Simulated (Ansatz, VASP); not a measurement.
**ZnO: VASP beside Ansatz**

The input POSCAR:

```
ZnO
1.0
    3.2353408598      0.0000000000      0.0000000000
   -1.6176704299      2.8018873745      0.0000000000
    0.0000000000      0.0000000000      5.2109518167
Zn O
2 2
Direct
    0.3333333333      0.6666666667     -0.0023477537
    0.6666666667      0.3333333333      0.4976522463
    0.3333333333      0.6666666667      0.3773477537
    0.6666666667      0.3333333333      0.8773477537
```

Contents of INCAR.step1:

```
SYSTEM = ZnO
PREC = Accurate ; ENCUT = 520
EDIFF = 1E-5 ; ISMEAR = 0
SIGMA = 0.01 ; LREAL = .False.
LASPH = .True. ; NELM = 60
ALGO = Normal ; ISIF = 2
LWAVE = .True. ; GGA = PE
NBANDS = 26
```

INCAR.step2

```
SYSTEM = ZnO
PREC = Accurate ; ENCUT = 520
EDIFF = 1E-6 ; ISMEAR = 0
SIGMA = 0.01 ; LREAL = .False.
LASPH = .True. ; NELM = 60
ALGO = Normal ; ISIF = 2
LWAVE = .False. ; LCHARG = .True.
GGA = PE ; LHFCALC = .True.
HFSCREEN = 0.2079 ; PRECFOCK = Normal
LELF = .True. ; LVHAR = .True.
ISTART = 1 ; NBANDS = 26
```

KPOINTS

```
regular mesh
0
Gamma
  6 6 2
  0 0 0
```

Input for Ansatz:

```yaml
crystal:
  lattice:
    - [3.2353408598, 0.0, 0.0]
    - [-1.6176704299, 2.8018873745, 0.0]
    - [0.0, 0.0, 5.2109518167]
  atoms:
    - { symbol: Zn, position: [0.3333333333, 0.6666666667, -0.0023477537] }
    - { symbol: Zn, position: [0.6666666667, 0.3333333333, 0.4976522463] }
    - { symbol: O, position: [0.3333333333, 0.6666666667, 0.3773477537] }
    - { symbol: O, position: [0.6666666667, 0.3333333333, 0.8773477537] }
kpoints:
  mp_grid: { grid: [6, 6, 2] }
hamiltonian:
  xc: hse06
scf:
  occupations: { method: fixed }
  n_extra_bands: 5
output:
  forces: true
  stress: true
  eigenvalues: true
basis:
  xc_grid: 3
```

Alike in both runs: task single point; functional HSE06; k mesh 6 × 6 × 2; no spin polarisation.

```csv
,VASP,Ansatz
version,VASP 6.6.1,Ansatz 0.2.0
potentials or method,"VASP PAW PBE potentials, release 64 (Zn, O)",plane waves
plane-wave cutoff (eV),520,420
occupations,"gaussian, width 0.01 eV",fixed
valence electrons in the cell,36,36
```

```tsv
	VASP	Ansatz	Ansatz less VASP
gap on the k mesh at the Fermi level (eV)	2.49	2.53	+0.045
pressure (GPa)	2.8	1.6	-1.20
traceless stress, the component that is largest in VASP (GPa)	-0.27	-0.19	+0.083
rms of the force components (eV/Å)	0.004	0.004	+0.0001
```

Atom by atom the forces differ by 0.000 eV/Å (rms over components). Ansatz's warnings: stress exchange threshold loose, stress scf threshold loose.

The k mesh is coarse, so the values compare programs but aren't converged.
